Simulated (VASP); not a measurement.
Set up this calculation in VASP 6.6.1, as the native input.

- Task: single point
- Functional: PBEsol
- Potentials or basis: VASP PAW PBE potentials, release 64 (Cu, Pd)
- Cutoff: 520 eV
- k mesh: 9 × 9 × 6
- Occupations: fermi-dirac, width 0.1 eV
- Spin: no spin polarisation
- Dipole correction: no
- Further INCAR settings: ALGO = Normal; EDIFF = 1e-06; NBANDS = 18

The structure of CuPd lies in POSCAR:

```
CuPd
1.0
    1.5567586819     -2.2540595133      0.0000000000
    1.5567586819      2.2540595133      0.0000000000
    0.0000000000      0.0000000000      4.2968275588
Cu Pd
1 1
Direct
    0.0000000000      0.0000000000      0.0000000000
    0.5000000000      0.5000000000      0.5000000000
```

These files were run (other wordings do the same):

INCAR

```
ALGO = Normal ; EDIFF = 1E-6
ENCUT = 520 ; GGA = PS
ISIF = 2 ; ISMEAR = -1
LASPH = T ; LCHARG = F
LREAL = F ; LWAVE = F
NBANDS = 18 ; NELM = 60
PREC = Accurate ; SIGMA = 0.1
```

KPOINTS

```
k-points
0
Gamma
  9 9 6
```

Potentials or basis: VASP PAW PBE potentials, release 64 (Cu, Pd).

Command:

```console
$ cat potpaw_PBE.64/Cu/POTCAR potpaw_PBE.64/Pd/POTCAR > POTCAR
$ mpirun -np 1 vasp_std > vasp.out
```

Results of the run:

The pressure is -16.6 GPa.

Caveat: the PAW data sets were made with another functional, which shifts forces and pressure a little.

Wall time 40 s on 1 thread of AMD EPYC 7R43 64-Core Processor (Zen 3) (shared host), peak memory 0.14 GiB.
